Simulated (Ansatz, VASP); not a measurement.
**Fe in VASP and in Ansatz**

```
CELL_PARAMETERS angstrom
0.00000 1.96116 1.96511
1.51342 0.00000 1.96511
1.51342 1.96116 0.00000
ATOMIC_POSITIONS crystal
Fe 0.00000 0.00000 0.00000
```

Change from the starting cell: equal xx and yy strain of +1 %.

Alike in both runs: task single point; functional PBE; k mesh 16 × 16 × 16; occupations fermi-dirac, width 0.05 eV; collinear spin.

```csv
,VASP,Ansatz
version,VASP 6.6.1,Ansatz 0.2.0
potentials or method,"VASP PAW PBE potentials, release 64 (Fe), cutoff 520 eV","all-electron LAPW, scalar-relativistic"
```

VASP gave:

| Item | Value |
| --- | --- |
| pressure (GPa) | -3.6 |
| traceless stress, the component that is largest in VASP (GPa) | -5.29 |
| net moment per atom (μB) | 2.27 |
| size of the moment on the site where the two differ most (μB) | 2.27 |

Problem. Estimate Ansatz's values.

Solution. Pressure (GPa): -4.0; traceless stress, the component that is largest in VASP (GPa): -5.31; net moment per atom (μB): 2.24; size of the moment on the site where the two differ most (μB): 2.29.

Site moments also hang on the region over which each program counts them. Ansatz ran all-electron here, and VASP with PAW potentials.
